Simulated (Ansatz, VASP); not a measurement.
# InOsC4N4 in VASP and in Ansatz

INCAR

```
PREC = Accurate
ENCUT = 520
EDIFF = 1E-7
ISMEAR = 0
SIGMA = 0.1
LREAL = False
LASPH = True
NELM = 150
ALGO = Normal
ISIF = 2
LWAVE = False
LCHARG = False
ISPIN = 2
MAGMOM = 0 1 0 0 0 0 0 0 0 0
LORBIT = 11
LMAXMIX = 4
GGA = PE
NBANDS = 44
```

The input KPOINTS:

```
regular mesh
0
Gamma
  4 4 4
```

The input POSCAR:

```
InOsC4N4
1.0
    5.9536359800      0.0000000000      0.0000000000
    0.0000000000      5.9536359800      0.0000000000
    0.0000000000      0.0000000000      5.9536359800
In Os C N
1 1 4 4
Direct
    0.0000000000      0.0000000000      0.0000000000
    0.5000000000      0.5000000000      0.5000000000
    0.1940457700      0.1940457700      0.1940457700
    0.1940457700      0.8059542300      0.8059542300
    0.8059542300      0.1940457700      0.8059542300
    0.8059542300      0.8059542300      0.1940457700
    0.3075058200      0.3075058200      0.3075058200
    0.3075058200      0.6924941800      0.6924941800
    0.6924941800      0.3075058200      0.6924941800
    0.6924941800      0.6924941800      0.3075058200
```

Input for Ansatz:

```yaml
crystal:
  lattice:
    - [5.95363598, 0.0, 0.0]
    - [0.0, 5.95363598, 0.0]
    - [0.0, 0.0, 5.95363598]
  atoms:
    - { symbol: In, position: [0.0, 0.0, 0.0] }
    - { symbol: Os, position: [0.5, 0.5, 0.5], spin: 1.0 }
    - { symbol: C, position: [0.19404577, 0.19404577, 0.19404577] }
    - { symbol: C, position: [0.19404577, 0.80595423, 0.80595423] }
    - { symbol: C, position: [0.80595423, 0.19404577, 0.80595423] }
    - { symbol: C, position: [0.80595423, 0.80595423, 0.19404577] }
    - { symbol: "N", position: [0.30750582, 0.30750582, 0.30750582] }
    - { symbol: "N", position: [0.30750582, 0.69249418, 0.69249418] }
    - { symbol: "N", position: [0.69249418, 0.30750582, 0.69249418] }
    - { symbol: "N", position: [0.69249418, 0.69249418, 0.30750582] }
basis:
  ecutwfc: 420
kpoints:
  mp_grid: { grid: [4, 4, 4] }
hamiltonian:
  xc: pbe
scf:
  occupations: { method: gaussian, width: 0.1 }
  lower_state_search: "off"
output:
  forces: true
  stress: true
  eigenvalues: true
  populations: true
magnetization:
  spin_polarized: true
```

Alike in both runs: task single point; functional PBE; k mesh 4 × 4 × 4; occupations gaussian, width 0.1 eV; collinear spin.

```csv
,VASP,Ansatz
version,VASP 6.6.1,Ansatz 0.2.0
potentials or method,"VASP PAW PBE potentials, release 64 (In_d, Os, C, N), cutoff 520 eV","scalar-relativistic, plane waves, PAW"
valence electrons in the cell,57,65
```

```tsv
	VASP	Ansatz	Ansatz less VASP
gap on the k mesh at the Fermi level (eV)	0.43	0.43	-0.003
least direct gap on the mesh (eV)	0.85	0.84	-0.001
pressure (GPa)	6.5	6.1	-0.41
rms of the force components (eV/Å)	0.714	0.797	+0.0823
net moment per atom (μB)	0.30	0.30	0.000
size of the moment on the site where the two differ most (μB)	1.76	1.00	-0.758
```

Site moments also hang on the region over which each program counts them. Atom by atom the forces differ by 0.159 eV/Å (rms over components). VASP's potentials hold 57 valence electrons a cell and Ansatz's 65, so a difference there can come from the potentials and not from the codes.

Neither program's run includes spin-orbit coupling. Noted on VASP's run: the standard files for N, O and F lose accuracy on very short bonds.
